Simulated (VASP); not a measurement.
# MoS2 (R3m) in VASP: further runs

Aim: see how the results for MoS2 move with the level of theory and the settings. Levels: PBE, r2SCAN. Tasks: single point.

All numbers are computed with VASP 6.6.1; they aren't measurements. Logs are shortened: lines on timing, memory, paths and dates and some standing lists are left out, and cuts for length are marked.

**1. The cell of the first run**

Symmetry: R3m, No. 160, trigonal system. Conventional cell: a = 3.175 Å, b = 3.175 Å, c = 18.582 Å, α = 90.00°, β = 90.00°, γ = 120.00°. Mo (site symmetry 3m) has 6 S at 2.40 Å and 6 Mo at 3.18 Å within 3.2 Å. Within 3.2 Å of S (site symmetry 3m) lie 3 Mo at 2.40 Å and 7 S at 3.11 to 3.18 Å. S (site symmetry 3m) has 3 Mo at 2.40 Å and 7 S at 3.11 to 3.18 Å within 3.2 Å.

**2. Single point, PBE**

INCAR reads:

```
PREC = Accurate
ENCUT = 520
EDIFF = 1E-6
ISMEAR = 0
SIGMA = 0.01
LREAL = False
LASPH = True
NELM = 100
ALGO = Normal
ISIF = 2
LWAVE = False
LCHARG = True
GGA = PE
LELF = True
LVHAR = True
NBANDS = 20
```

KPOINTS reads:

```
Automatic mesh
0
Gamma
  8 8 8
```

POSCAR reads:

```
MoS2
1.0
    1.5875907347      0.9165959380      6.1939395993
   -1.5875907347      0.9165959380      6.1939395993
    0.0000000000     -1.8331918760      6.1939395993
Mo S
1 2
Direct
   -0.0000146007     -0.0000146007     -0.0000146007
    0.4170015121      0.4170015121      0.4170015121
    0.2496797553      0.2496797553      0.2496797553
```

Potentials or basis: VASP PAW PBE potentials, release 64 (Mo_sv, S).

Command:

```sh
$ cat potpaw_PBE.64/Mo_sv/POTCAR potpaw_PBE.64/S/POTCAR > POTCAR
$ mpirun -np 1 vasp_std > vasp.out
```

OUTCAR:

```text
PREC = Accurate
   ENCUT = 520
   EDIFF = 1E-6
   ISMEAR = 0
   LREAL = False
   LASPH = True
   NELM = 100
   ISIF = 2
   GGA = PE

 ion  position               nearest neighbor table
   1  1.000  1.000  1.000-   3 2.40   3 2.40   3 2.40   2 2.40   2 2.40   2 2.40
   2  0.417  0.417  0.417-   1 2.40   1 2.40   1 2.40
   3  0.250  0.250  0.250-   1 2.40   1 2.40   1 2.40

  LATTYP: Found a trigonal (rhomboedric) cell.
 ALAT       =     6.4595263150
 COS(alpha) =     0.8791891991

  Lattice vectors:

 A1 = (   1.5875907347,   0.9165959380,   6.1939395993)
 A2 = (  -1.5875907347,   0.9165959380,   6.1939395993)
 A3 = (   0.0000000000,  -1.8331918760,   6.1939395993)

Analysis of symmetry for initial positions (statically):
=====================================================================
 Subroutine PRICEL returns:
 Original cell was already a primitive cell.

 Routine SETGRP: Setting up the symmetry group for a
 trigonal (rhombohedral) supercell.

 Subroutine GETGRP returns: Found  6 space group operations
 (whereof  6 operations were pure point group operations)
 out of a pool of 12 trial point group operations.

The static configuration has the point symmetry C_3v.

Analysis of symmetry for dynamics (positions and initial velocities):
=====================================================================
 Subroutine PRICEL returns:
 Original cell was already a primitive cell.

 Routine SETGRP: Setting up the symmetry group for a
 trigonal (rhombohedral) supercell.

 Subroutine GETGRP returns: Found  6 space group operations
 (whereof  6 operations were pure point group operations)
 out of a pool of 12 trial point group operations.

The dynamic configuration has the point symmetry C_3v.

 Subroutine INISYM returns: Found  6 space group operations
 (whereof  6 operations are pure point group operations),
 and found     1 'primitive' translations

----------------------------------------------------------------------------------------

                                     Primitive cell

  volume of cell :      54.0798

  direct lattice vectors                    reciprocal lattice vectors
     1.587590735  0.916595938  6.193939599     0.314942629  0.181832212  0.053816045
    -1.587590735  0.916595938  6.193939599    -0.314942629  0.181832212  0.053816045
     0.000000000 -1.833191876  6.193939599     0.000000000 -0.363664423  0.053816045

  length of vectors
     6.459526315  6.459526315  6.459526315     0.367624781  0.367624781  0.367624781

  position of ions in fractional coordinates (direct lattice)
     0.999985399  0.999985399  0.999985399
     0.417001512  0.417001512  0.417001512
     0.249679755  0.249679755  0.249679755

  ion indices of the primitive-cell ions
   primitive index   ion index
                 1           1
                 2           2
                 3           3

----------------------------------------------------------------------------------------

 KPOINTS: Automatic mesh

Automatic generation of k-mesh.
 Grid dimensions read from file:
 generate k-points for:    8    8    8

 Generating k-lattice:

  Cartesian coordinates                     Fractional coordinates (reciprocal lattice)
     0.039367829  0.022729026  0.006727006     0.125000000  0.000000000 -0.000000000
    -0.039367829  0.022729026  0.006727006     0.000000000  0.125000000 -0.000000000
     0.000000000 -0.045458053  0.006727006    -0.000000000 -0.000000000  0.125000000

  Length of vectors
     0.045953098  0.045953098  0.045953098

  Shift w.r.t. Gamma in fractional coordinates (k-lattice)
     0.000000000  0.000000000  0.000000000

 Subroutine IBZKPT returns following result:
 ===========================================

 Found     65 irreducible k-points:

 Following reciprocal coordinates:
            Coordinates               Weight
  0.000000  0.000000  0.000000      1.000000
  0.125000  0.000000  0.000000      6.000000
  0.250000  0.000000  0.000000      6.000000
  0.375000 -0.000000  0.000000      6.000000
  0.500000  0.000000  0.000000      3.000000
  0.125000  0.125000  0.000000      6.000000
[... 16 lines left out ...]
  0.250000  0.125000  0.125000      6.000000
  0.375000  0.125000  0.125000      6.000000
 [... further k-points ...]
   k-points           NKPTS =     65   k-points in BZ     NKDIM =     65   number of bands    NBANDS=     20
   number of dos      NEDOS =    301   number of ions     NIONS =      3
   total plane-waves  NPLWV = 110592
   dimension x,y,z NGX =    48 NGY =   48 NGZ =   48
   dimension x,y,z NGXF=    96 NGYF=   96 NGZF=   96
   ions per type =               1   2
   NGX,Y,Z   is equivalent  to a cutoff of  12.35, 12.35, 12.35 a.u.
   NGXF,Y,Z  is equivalent  to a cutoff of  24.71, 24.71, 24.71 a.u.
 SYSTEM =  unknown system
   PREC   = accura    normal or accurate (medium, high low for compatibility)
   ISTART =      0    job   : 0-new  1-cont  2-samecut
   ICHARG =      2    charge: 1-file 2-atom 10-const
   ISPIN  =      1    spin polarized calculation?
   LNONCOLLINEAR =      F non collinear calculations
   LSORBIT =      F    spin-orbit coupling
   LASPH  =      T    aspherical Exc in radial PAW
   ENCUT  =  520.0 eV  38.22 Ry    6.18 a.u.  12.01 12.01 12.01*2*pi/ulx,y,z
   NELM   =    100;   NELMIN=  2; NELMDL= -5     # of ELM steps
   EDIFF  = 0.1E-05   stopping-criterion for ELM
   LREAL  =      F    real-space projection
   EDIFFG = 0.1E-04   stopping-criterion for IOM
   NSW    =      0    number of steps for IOM
   IBRION =     -1    ionic relax: 0-MD 1-quasi-New 2-CG
   NFREE  =      0    steps in history (QN), initial steepest desc. (CG)
   ISIF   =      2    stress and relaxation
   ISYM   =      2    0-nonsym 1-usesym 2-fastsym
   POTIM  = 0.5000    time-step for ionic-motion
   TEBEG  =    0.0;   TEEND  =   0.0 temperature during run
   PSTRESS=    0.0 pullay stress
   NELECT =      26.0000    total number of electrons
   NUPDOWN=      -1.0000    fix difference up-down
   EMIN   =  10.00;   EMAX   =-10.00  energy-range for DOS
   EFERMI =   0.00;   METHOD = LEGACY
   ISMEAR =     0;   SIGMA  =   0.01  broadening in eV -4-tet -1-fermi 0-gaus
   EFERMI_NEDOS =   21; number of points for ismear=-14 and -15
   IALGO  =     38    algorithm
   IMIX   =      4    mixing-type and parameters
     AMIX     =   0.40;   BMIX     =  1.00
     AMIX_MAG =   1.60;   BMIX_MAG =  1.00
  volume/ion in A,a.u.               =      18.03       121.65
  Fermi-wavevector in a.u.,A,eV,Ry     =   1.282491  2.423557 22.378639  1.644784
  Thomas-Fermi vector in A             =   2.414800
   LORBIT       =      0    0 simple, 1 ext, 2 COOP (PROOUT), +10 PAW based schemes
   GGA     = PE    functional components
   LHFCALC =     F    Hartree Fock is set to
   AEXX    =    0.0000 exact exchange contribution
   IVDW    =     0    specifies the selected vdW correction
   LEPSILON=     F    determine dielectric tensor
   LRPA    =     F    only Hartree local field effects (RPA)
 non-spin polarized calculation
 Gauss-broadening in eV      SIGMA  =   0.01
  energy-cutoff  :      520.00
  volume of cell :       54.08
 maximum number of plane-waves:      1476
   NGX = 23   NGY = 23   NGZ = 23

 number of electron      25.9999998 magnetization

 Free energy of the ion-electron system (eV)
  ---------------------------------------------------
  ext. energy  EPLUGINS =         0.00000000
  ---------------------------------------------------
  free energy    TOTEN  =       -21.81328421 eV

  energy without entropy =      -21.81328421  energy(sigma->0) =      -21.81328421

 E-fermi :   7.6312     XC(G=0): -10.7470

 val. band max:        7.3993114232   @ k =   0.5000   0.5000   0.5000
 cond. band min:       8.4554173549   @ k =  -0.2500   0.1250  -0.0000
 fundamental gap:      1.0561059317
 Fermi energy:         7.6312085143

 k-point     1 :       0.0000    0.0000    0.0000
  band No.  band energies     occupation
      1     -54.1379      2.00000
      2     -28.2873      2.00000
      3     -28.0744      2.00000
      4     -28.0744      2.00000
      5      -7.5587      2.00000
      6      -5.9107      2.00000
[... 12 lines left out ...]
     19      15.5271      0.00000
     20      15.8818      0.00000

 k-point     2 :       0.1250    0.0000    0.0000
  band No.  band energies     occupation
      1     -54.1322      2.00000
      2     -28.2761      2.00000
      3     -28.1317      2.00000
      4     -28.0874      2.00000
      5      -7.3242      2.00000
      6      -5.8362      2.00000
[... 12 lines left out ...]
     19      15.9599      0.00000
     20      16.4133      0.00000

 k-point     3 :       0.2500    0.0000    0.0000
  band No.  band energies     occupation
      1     -54.1185      2.00000
      2     -28.2681      2.00000
      3     -28.2488      2.00000
      4     -28.1188      2.00000
      5      -6.7018      2.00000
      6      -5.6394      2.00000
[... 12 lines left out ...]
     19      15.6719      0.00000
     20      16.3102      0.00000

 k-point     4 :       0.3750   -0.0000    0.0000
  band No.  band energies     occupation
      1     -54.1048      2.00000
      2     -28.4016      2.00000
      3     -28.2214      2.00000
      4     -28.1499      2.00000
      5      -5.9581      2.00000
      6      -5.4139      2.00000
[... 12 lines left out ...]
     19      14.5228      0.00000
     20      14.9765      0.00000

 k-point     5 :       0.5000    0.0000    0.0000
  band No.  band energies     occupation
      1     -54.0991      2.00000
      2     -28.4561      2.00000
      3     -28.2100      2.00000
      4     -28.1627      2.00000
      5      -5.5878      2.00000
      6      -5.3144      2.00000
[... 12 lines left out ...]
     19      14.2555      0.00000
     20      14.8014      0.00000
[... 353 lines left out ...]
      6      -5.4152      2.00000
[... 12 lines left out ...]
     19      14.6303      0.00000
     20      15.3639      0.00000

 k-point    22 :       0.1250    0.1250    0.1250
  band No.  band energies     occupation
      1     -54.1379      2.00000
      2     -28.2873      2.00000
      3     -28.0744      2.00000
      4     -28.0744      2.00000
      5      -7.5302      2.00000
      6      -5.9641      2.00000
[... 12 lines left out ...]
     19      15.5889      0.00000
     20      16.0308      0.00000

 k-point    23 :       0.2500    0.1250    0.1250
  band No.  band energies     occupation
      1     -54.1322      2.00000
      2     -28.2761      2.00000
      3     -28.1317      2.00000
      4     -28.0874      2.00000
      5      -7.2791      2.00000
      6      -5.9146      2.00000
[... 12 lines left out ...]
     19      16.1127      0.00000
     20      16.4868      0.00000

 k-point    24 :       0.3750    0.1250    0.1250
  band No.  band energies     occupation
      1     -54.1185      2.00000
      2     -28.2681      2.00000
      3     -28.2488      2.00000
      4     -28.1188      2.00000
      5      -6.6488      2.00000
      6      -5.7168      2.00000
[... 12 lines left out ...]
     19      15.9032      0.00000
     20      16.0582      0.00000

 [... further k-points ...]
[... 5 lines left out ...]
  --------------------------------------------------------------------------------------
  -------------------------------------------------------------------------------------
  Total        0.6167387      0.6167387      1.0629181      0.0000000      0.0000000     -0.0000000
  in kB       18.2716198     18.2716198     31.4902197      0.0000000      0.0000000     -0.0000000
  external PRESSURE =      22.6778198 kB  Pullay stress =       0.0000000 kB

 VOLUME and BASIS-vectors are now :
 -----------------------------------------------------------------------------
  energy-cutoff  :      520.00
  volume of cell :       54.08
      direct lattice vectors                 reciprocal lattice vectors
     1.587590735  0.916595938  6.193939599     0.314942629  0.181832212  0.053816045
    -1.587590735  0.916595938  6.193939599    -0.314942629  0.181832212  0.053816045
     0.000000000 -1.833191876  6.193939599     0.000000000 -0.363664423  0.053816045

 POSITION                                       TOTAL-FORCE (eV/Angst)
 -----------------------------------------------------------------------------------
      0.00000      0.00000     18.58155         0.000000      0.000000      0.001506
      0.00000      0.00000      7.74865         0.000000     -0.000000      0.096551
      0.00000      0.00000      4.63950         0.000000     -0.000000     -0.098057
 -----------------------------------------------------------------------------------
    total drift:                               -0.000000     -0.000000     -0.000050

  FREE ENERGIE OF THE ION-ELECTRON SYSTEM (eV)
  ---------------------------------------------------
  free  energy   TOTEN  =       -21.8132842124 eV

  energy  without entropy=      -21.8132842124  energy(sigma->0) =      -21.81328421
```

It took 2.4 min on 1 thread of AMD EPYC 7R13 (Zen 3), shared host; peak memory 0.3 GiB.

What came out:

```
Free energy            : -21.8133 eV
Pressure               : 2.3 GPa
Largest force          : 0.098 eV/Å
Band gap on the k mesh : 1.06 eV (least direct gap 1.99 eV)
```

Forces on the atoms (eV/Å):
```
Mo   0.000  0.000  0.002
S    0.000  0.000  0.097
S    0.000  0.000 -0.098
```

Levels at points of the mesh, in eV from the valence-band top:
```tsv
k point	band 10	band 11	band 12	band 13	band 14	band 15	band 16	band 17
(0.00, 0.00, 0.00)	-2.24	-2.24	-1.25	-1.12	2.04	2.04	2.41	2.41
(0.50, 0.00, 0.00)	-3.93	-2.33	-1.60	-1.42	1.60	2.02	3.46	3.47
(0.50, 0.50, 0.00)	-3.86	-2.87	-1.78	-1.26	1.56	2.14	3.02	3.86
(0.50, 0.50, 0.50)	-3.35	-2.21	-2.21	0.00	2.13	2.13	2.29	2.29
```

A k mesh can miss the band edges.

**3. Single point, PBE**

INCAR reads:

```
SYSTEM = MoS2
ALGO = Normal
EDIFF = 1E-6
ENCUT = 520
GGA = PE
ISIF = 2
ISMEAR = 0
LASPH = .TRUE.
LCHARG = .TRUE.
LELF = .TRUE.
LREAL = .FALSE.
LVHAR = .TRUE.
LWAVE = .FALSE.
NBANDS = 20
NELM = 100
PREC = Accurate
SIGMA = 0.01
```

KPOINTS reads:

```
k-points
0
G
  8 8 8
  0 0 0
```

POSCAR is that of step 2.

Potentials or basis: VASP PAW PBE potentials, release 64 (Mo_sv, S).

Command:

```sh
$ cat potpaw_PBE.64/Mo_sv/POTCAR potpaw_PBE.64/S/POTCAR > POTCAR
$ mpirun -np 1 vasp_std > vasp.out
```

Wall time 2.5 min (1 thread of AMD EPYC 7R13 (Zen 3), shared host); peak memory 0.31 GiB.

The run converged. Its results:

| Quantity | Value |
| --- | --- |
| Free energy | -21.8133 eV |
| Pressure | 2.3 GPa |
| Largest force | 0.098 eV/Å |
| Band gap on the k mesh | 1.06 eV (least direct gap 1.99 eV) |

Forces on the atoms (eV/Å):
```
Mo   0.000  0.000  0.002
S    0.000  0.000  0.097
S    0.000  0.000 -0.098
```

Stress tensor (GPa, compression positive):
```
1.83 0.00 0.00
0.00 1.83 0.00
0.00 0.00 3.15
```

Levels at points of the mesh, in eV from the valence-band top:
```
           k point  band 9  band 10  band 11  band 12  band 13  band 14  band 15  band 16  band 17  band 18
(0.00, 0.00, 0.00)   -3.33    -2.24    -2.24    -1.25    -1.12     2.04     2.04     2.41     2.41     5.49
(0.50, 0.00, 0.00)   -4.95    -3.93    -2.33    -1.60    -1.42     1.60     2.02     3.46     3.47     5.30
(0.50, 0.50, 0.00)   -4.66    -3.86    -2.87    -1.78    -1.26     1.56     2.14     3.02     3.86     6.02
(0.50, 0.50, 0.50)   -3.35    -3.35    -2.21    -2.21     0.00     2.13     2.13     2.29     2.29     5.62
```

(Continued in part 2 of 2.)
